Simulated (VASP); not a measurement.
# As in VASP: a series of runs, part 2 of 2

VASP 6.6.1. The steps go on from the part before.

### Step 4. Single point, PBE+D3(BJ)

Input file INCAR:

```
SYSTEM = As
PREC = Accurate
ENCUT = 520
EDIFF = 1E-7
ISMEAR = 0
SIGMA = 0.05
LREAL = .False.
LASPH = .True.
NELM = 100
ALGO = Normal
ISIF = 2
LWAVE = .False.
LCHARG = .False.
LDIPOL = .True.
IDIPOL = 3
DIPOL = 0.5 0.5 0.392
GGA = PE
IVDW = 12
NBANDS = 18
```

Input file KPOINTS:

```
Automatic mesh
0
Gamma
  9 9 1
  0 0 0
```

Input file POSCAR:

```
As
1.0
    3.5713380906      0.0000000000      0.0000000000
   -1.7856690453      3.0928695120      0.0000000000
    0.0000000000      0.0000000000     20.2952802043
As
4
Direct
    0.3333333333      0.6666666667      0.2905917062
    0.6666666667      0.3333333333      0.2217264287
    1.1666666667      0.3333333333      0.5624598473
    0.8333333333      0.6666666667      0.4935945698
```

Potentials or basis: VASP PAW PBE potentials, release 64 (As).

The run is started by

```console
cat potpaw_PBE.64/As/POTCAR > POTCAR
mpirun -np 1 vasp_std > vasp.out
```

OUTCAR:

```text
SYSTEM = As
   PREC = Accurate
   ENCUT = 520
   EDIFF = 1E-7
   ISMEAR = 0
   LREAL = .False.
   LASPH = .True.
   NELM = 100
   ISIF = 2
   GGA = PE
   IVDW = 12
 IVDW          = 12

 ion  position               nearest neighbor table
   1  0.333  0.667  0.291-   2 2.49   2 2.49   2 2.49
   2  0.667  0.333  0.222-   1 2.49   1 2.49   1 2.49
   3  0.167  0.333  0.562-   4 2.49   4 2.49   4 2.49
   4  0.833  0.667  0.494-   3 2.49   3 2.49   3 2.49

  LATTYP: Found a hexagonal cell.
 ALAT       =     3.5713380906
 C/A-ratio  =     5.6828224294

  Lattice vectors:

 A1 = (   3.5713380906,   0.0000000000,   0.0000000000)
 A2 = (  -1.7856690453,   3.0928695120,   0.0000000000)
 A3 = (   0.0000000000,   0.0000000000,  20.2952802043)

Analysis of symmetry for initial positions (statically):
=====================================================================
 Subroutine PRICEL returns:
 Original cell was already a primitive cell.

 Routine SETGRP: Setting up the symmetry group for a
 hexagonal supercell.

 Subroutine GETGRP returns: Found  4 space group operations
 (whereof  2 operations were pure point group operations)
 out of a pool of 24 trial point group operations.

The static configuration has the point symmetry C_1h.
 The point group associated with its full space group is C_2v.

Analysis of symmetry for dynamics (positions and initial velocities):
=====================================================================
 Subroutine PRICEL returns:
 Original cell was already a primitive cell.

 Routine SETGRP: Setting up the symmetry group for a
 hexagonal supercell.

 Subroutine GETGRP returns: Found  4 space group operations
 (whereof  2 operations were pure point group operations)
 out of a pool of 24 trial point group operations.

The dynamic configuration has the point symmetry C_1h.
 The point group associated with its full space group is C_2v.

 Subroutine INISYM returns: Found  4 space group operations
 (whereof  2 operations are pure point group operations),
 and found     1 'primitive' translations

----------------------------------------------------------------------------------------

                                     Primitive cell

  volume of cell :     224.1752

  direct lattice vectors                    reciprocal lattice vectors
     3.571338091  0.000000000  0.000000000     0.280007094  0.161662171  0.000000000
    -1.785669045  3.092869512  0.000000000     0.000000000  0.323324342  0.000000000
     0.000000000  0.000000000 20.295280204     0.000000000  0.000000000  0.049272540

  length of vectors
     3.571338091  3.571338091 20.295280204     0.323324342  0.323324342  0.049272540

  position of ions in fractional coordinates (direct lattice)
     0.333333333  0.666666667  0.290591706
     0.666666667  0.333333333  0.221726429
     0.166666667  0.333333333  0.562459847
     0.833333333  0.666666667  0.493594570

  ion indices of the primitive-cell ions
   primitive index   ion index
                 1           1
                 2           2
                 3           3
[... 31 lines left out ...]
  0.111111  0.000000  0.000000      4.000000
  0.000000  0.111111  0.000000      2.000000
  0.222222  0.000000  0.000000      4.000000
  0.000000  0.222222  0.000000      2.000000
  0.333333  0.000000  0.000000      4.000000
[... 16 lines left out ...]
 -0.222222 -0.444444  0.000000      4.000000
  0.444444  0.333333  0.000000      4.000000
   k-points           NKPTS =     25   k-points in BZ     NKDIM =     25   number of bands    NBANDS=     18
   number of dos      NEDOS =    301   number of ions     NIONS =      4
   total plane-waves  NPLWV = 125440
   dimension x,y,z NGX =    28 NGY =   28 NGZ =  160
   dimension x,y,z NGXF=    56 NGYF=   56 NGZF=  320
   ions per type =               4
   NGX,Y,Z   is equivalent  to a cutoff of  13.03, 13.03, 13.11 a.u.
   NGXF,Y,Z  is equivalent  to a cutoff of  26.07, 26.07, 26.21 a.u.
 SYSTEM =  As
   PREC   = accura    normal or accurate (medium, high low for compatibility)
   ISTART =      0    job   : 0-new  1-cont  2-samecut
   ICHARG =      2    charge: 1-file 2-atom 10-const
   ISPIN  =      1    spin polarized calculation?
   LNONCOLLINEAR =      F non collinear calculations
   LSORBIT =      F    spin-orbit coupling
   LASPH  =      T    aspherical Exc in radial PAW
   ENCUT  =  520.0 eV  38.22 Ry    6.18 a.u.   6.64  6.64 37.74*2*pi/ulx,y,z
   NELM   =    100;   NELMIN=  2; NELMDL= -5     # of ELM steps
   EDIFF  = 0.1E-06   stopping-criterion for ELM
   LREAL  =      F    real-space projection
   EDIFFG = 0.1E-05   stopping-criterion for IOM
   NSW    =      0    number of steps for IOM
   IBRION =     -1    ionic relax: 0-MD 1-quasi-New 2-CG
   NFREE  =      0    steps in history (QN), initial steepest desc. (CG)
   ISIF   =      2    stress and relaxation
   ISYM   =      2    0-nonsym 1-usesym 2-fastsym
   POTIM  = 0.5000    time-step for ionic-motion
   TEBEG  =    0.0;   TEEND  =   0.0 temperature during run
   PSTRESS=    0.0 pullay stress
   NELECT =      20.0000    total number of electrons
   NUPDOWN=      -1.0000    fix difference up-down
   EMIN   =  10.00;   EMAX   =-10.00  energy-range for DOS
   EFERMI =   0.00;   METHOD = LEGACY
   ISMEAR =     0;   SIGMA  =   0.05  broadening in eV -4-tet -1-fermi 0-gaus
   EFERMI_NEDOS =   21; number of points for ismear=-14 and -15
   IALGO  =     38    algorithm
   IMIX   =      4    mixing-type and parameters
     AMIX     =   0.40;   BMIX     =  1.00
     AMIX_MAG =   1.60;   BMIX_MAG =  1.00
  volume/ion in A,a.u.               =      56.04       378.20
  Fermi-wavevector in a.u.,A,eV,Ry     =   0.731513  1.382360  7.280639  0.535112
  Thomas-Fermi vector in A             =   1.823749
   LORBIT       =      0    0 simple, 1 ext, 2 COOP (PROOUT), +10 PAW based schemes
   GGA     = PE    functional components
   LHFCALC =     F    Hartree Fock is set to
   AEXX    =    0.0000 exact exchange contribution
   IVDW    =    12    specifies the selected vdW correction
   LEPSILON=     F    determine dielectric tensor
   LRPA    =     F    only Hartree local field effects (RPA)
 non-spin polarized calculation
 Gauss-broadening in eV      SIGMA  =   0.05
  energy-cutoff  :      520.00
  volume of cell :      224.18
 maximum number of plane-waves:      6099
   NGX = 13   NGY = 13   NGZ = 75

 dipolmoment           0.000000      0.000000      0.000066 electrons x Angstroem

 number of electron      20.0000003 magnetization

 dipolmoment           0.000000      0.000000     -0.000001 electrons x Angstroem

 Free energy of the ion-electron system (eV)
  ---------------------------------------------------
  ext. energy  EPLUGINS =         0.00000000
  ---------------------------------------------------
  free energy    TOTEN  =       -18.65612757 eV

  energy without entropy =      -18.65612757  energy(sigma->0) =      -18.65612757

 E-fermi :  -1.2569     XC(G=0):  -4.7708

 val. band max:       -1.5127556079   @ k =   0.0000   0.0000   0.0000
 cond. band min:      -0.1677407963   @ k =   0.0000   0.3333   0.0000
 fundamental gap:      1.3450148116
 Fermi energy:        -1.2569274088

 k-point     1 :       0.0000    0.0000    0.0000
  band No.  band energies     occupation
      1     -15.2107      2.00000
      2     -15.1925      2.00000
      3      -8.8945      2.00000
      4      -8.7155      2.00000
      5      -2.5837      2.00000
      6      -1.8222      2.00000
[... 481 lines left out ...]
      5      -5.6395      2.00000
      6      -5.6238      2.00000
[... 10 lines left out ...]
     17       5.8230      0.00000
     18       5.9916      0.00000

 [... further k-points ...]

------------------------ aborting loop because EDIFF is reached ----------------------------------------

 vacuum level on the upper side and lower side of the slab       (xc-potential included)        -0.103        -0.100

 Edisp (eV)   -0.98704

 E8    (eV) :    -0.4300

  FORCE on cell =-STRESS in cart. coord.  units (eV):
  Direction    XX          YY          ZZ          XY          YZ          ZX
  --------------------------------------------------------------------------------------
  -------------------------------------------------------------------------------------
  Total       0.12050     0.07433    -0.19596     0.00000     0.00000     0.00000
  in kB       0.86125     0.53123    -1.40055     0.00000     0.00000     0.00000
  external pressure =       -0.00 kB  Pullay stress =        0.00 kB

 VOLUME and BASIS-vectors are now :
 -----------------------------------------------------------------------------
  energy-cutoff  :      520.00
  volume of cell :      224.18
      direct lattice vectors                 reciprocal lattice vectors
     3.571338091  0.000000000  0.000000000     0.280007094  0.161662171  0.000000000
    -1.785669045  3.092869512  0.000000000     0.000000000  0.323324342  0.000000000
     0.000000000  0.000000000 20.295280204     0.000000000  0.000000000  0.049272540

 POSITION                                       TOTAL-FORCE (eV/Angst)
 -----------------------------------------------------------------------------------
     -0.00000      2.06191      5.89764         0.000000      0.000801      0.160707
      1.78567      1.03096      4.50000         0.000000     -0.000801     -0.069759
      0.00000      1.03096     11.41528         0.000000     -0.000801      0.069759
      1.78567      2.06191     10.01764         0.000000      0.000801     -0.160707
 -----------------------------------------------------------------------------------
    total drift:                                0.000000     -0.000018     -0.000009

  FREE ENERGIE OF THE ION-ELECTRON SYSTEM (eV)
  ---------------------------------------------------
  free  energy   TOTEN  =       -19.6431681463 eV

  energy  without entropy=      -19.6431681463  energy(sigma->0) =      -19.64316815

 vacuum level on the upper side and lower side of the slab         3.674         3.678
```

OSZICAR:

```text
N       E                     dE             d eps       ncg     rms          rms(c)
DAV:   1     0.108781315486E+03    0.10878E+03   -0.67253E+03   900   0.824E+02
DAV:   2    -0.714117878190E+01   -0.11592E+03   -0.11075E+03  1184   0.142E+02
DAV:   3    -0.185379175940E+02   -0.11397E+02   -0.11326E+02  1256   0.498E+01
[... 11 lines left out ...]
DAV:  15    -0.186561115704E+02   -0.11202E-04   -0.19356E-07   974   0.194E-03    0.822E-04
DAV:  16    -0.186561267065E+02   -0.15136E-04   -0.69865E-07   962   0.258E-03    0.356E-04
DAV:  17    -0.186561268887E+02   -0.18226E-06   -0.22603E-08   892   0.751E-04    0.260E-04
DAV:  18    -0.186561275166E+02   -0.62787E-06   -0.24609E-08   838   0.600E-04    0.142E-04
DAV:  19    -0.186561275726E+02   -0.56018E-07   -0.39561E-09   838   0.251E-04
   1 F= -.19643168E+02 E0= -.19643168E+02  d E =-.215855E-14
```

It took 85 s on 1 thread of Intel Xeon Platinum 8559C (Emerald Rapids), shared host; peak memory 0.36 GiB.

Results:

- Free energy: -19.6432 eV
- Largest force: 0.161 eV/Å
- Band gap on the k mesh: 1.35 eV, indirect (least direct gap 1.91 eV)
- Dispersion energy per atom: -0.247 eV

Forces on the atoms (eV/Å):
```
As   0.000  0.001  0.161
As   0.000 -0.001 -0.070
As   0.000 -0.001  0.070
As   0.000  0.001 -0.161
```

Levels at points of the mesh, in eV from the valence-band top:
```tsv
k point	band 8	band 9	band 10	band 11	band 12	band 13
(0.00, 0.00, 0.00)	-0.01	-0.01	0.00	1.91	2.25	3.49
```

### Step 5. Single point, PBE+D3(BJ)

Input file INCAR:

```
SYSTEM = As
PREC     = Accurate       ! precision mode
ENCUT    = 520            ! plane-wave cutoff, eV
EDIFF    = 1E-6           ! SCF threshold, eV
ISMEAR   = 0              ! smearing method
SIGMA    = 0.05           ! smearing width, eV
LREAL    = .False.        ! projectors in reciprocal space
LASPH    = .True.         ! aspherical terms in the spheres
NELM     = 80             ! most SCF steps
ALGO     = Normal         ! electronic algorithm
ISIF     = 2              ! what is computed and relaxed
LWAVE    = .False.        ! write WAVECAR
LCHARG   = .False.        ! write CHGCAR
LDIPOL   = .True.       
IDIPOL   = 3            
DIPOL    = 0.5 0.5 0.369
GGA      = PE             ! functional
IVDW     = 12             ! dispersion correction
NBANDS   = 18             ! bands
```

KPOINTS is that of step 4.

POSCAR: that of step 4 with these lines changed.

```diff
@@ -10,3 +10,3 @@
     0.6666666667      0.3333333333      0.2217264287
-    1.1666666667      0.3333333333      0.5624598473
-    0.8333333333      0.6666666667      0.4935945698
+    1.1666666667      0.3333333333      0.5166363853
+    0.8333333333      0.6666666667      0.4477711079
```

The run is started by

```console
cat potpaw_PBE.64/As/POTCAR > POTCAR
mpirun -np 1 vasp_std > vasp.out
```

It took 87 s on 1 thread of Intel Xeon Platinum 8559C (Emerald Rapids), shared host; peak memory 0.35 GiB.

The run converged. Its results:

```yaml
Free_energy: -19.7231 eV
Largest_force: 0.108 eV/Å
Band_gap_on_the_k_mesh: 0.87 eV, indirect (least direct gap 1.46 eV)
Dispersion_energy_per_atom: -0.276 eV
```

Forces in eV/Å, atoms in the order of the input:
```
As   0.000  0.006  0.107
As   0.000 -0.006 -0.061
As   0.000 -0.006  0.061
As   0.000  0.006 -0.107
```

Levels at points of the mesh, in eV from the valence-band top:
```csv
k point,band 6,band 7,band 8,band 9,band 10,band 11,band 12,band 13,band 14,band 15
"(0.00, 0.00, 0.00)",-0.39,-0.35,-0.31,-0.28,-0.14,1.58,2.24,3.05,3.14,3.22
```
